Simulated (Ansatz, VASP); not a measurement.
**Mg4S in VASP and in Ansatz**

```
CELL_PARAMETERS angstrom
4.84815 0.00000 0.00000
-2.42408 4.19862 0.00000
0.00000 0.00000 5.11714
ATOMIC_POSITIONS crystal
Mg 0.33333 0.66667 0.50000
Mg 0.66667 0.33333 0.50000
Mg 0.33333 0.66667 0.00000
Mg 0.66667 0.33333 0.00000
S 0.00000 0.00000 0.00000
```

Alike in both runs: task single point; functional PBE; k mesh 6 × 6 × 4; occupations gaussian, width 0.1 eV; no spin polarisation.

```csv
,VASP,Ansatz
version,VASP 6.6.1,Ansatz 0.2.0
potentials or method,"VASP PAW PBE potentials, release 64 (Mg, S), cutoff 520 eV","scalar-relativistic, plane waves, PAW"
valence electrons in the cell,14,46
```

VASP gave:

```
gap on the k mesh at the Fermi level (eV)                     : none
pressure (GPa)                                                : 10.3
traceless stress, the component that is largest in VASP (GPa) : 10.68
```

Problem. What did Ansatz give for the same quantities?

Solution. gap on the k mesh at the Fermi level (eV): none; pressure (GPa): 10.3; traceless stress, the component that is largest in VASP (GPa): 10.58.

A gap of «none» marks a metal or a gap that the smearing closes. VASP's potentials hold 14 valence electrons a cell and Ansatz's 46, so a difference there can come from the potentials and not from the codes.
